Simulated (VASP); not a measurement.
A run of VASP 6.6.1 is set up as follows.

Contents of INCAR:

```
  ALGO = Normal
  EDIFF = 1E-7
  ENCUT = 520
  GGA = PE
  ISIF = 2
  ISMEAR = 0
  LASPH = T
  LCHARG = F
  LREAL = F
  LWAVE = F
  NBANDS = 15
  NELM = 100
  PREC = Accurate
  SIGMA = 0.05
```

The input KPOINTS:

```
k-points
0
Gamma
  8 8 8
```

POSCAR

```
KF
1.0
    0.0000000000      2.8071750000      2.6066625000
    2.8071750000      0.0000000000      2.6066625000
    2.8071750000      2.8071750000      0.0000000000
K F
1 1
Direct
    0.0000000000      0.0000000000      0.0000000000
    0.5000000000      0.5000000000      0.5000000000
```

Potentials or basis: VASP PAW PBE potentials, release 64 (K_sv, F).

Command:

```sh
$ cat potpaw_PBE.64/K_sv/POTCAR potpaw_PBE.64/F/POTCAR > POTCAR
$ mpirun -np 1 vasp_std > vasp.out
```

(1) Predict the pressure.

(2) Estimate the band gap on the k mesh.

Answers

(1) -0.4 GPa.

(2) 5.71 eV, direct.

Caveat: the cell differs from its parent crystal (strain +0.050 along x and y, -0.025 along z).
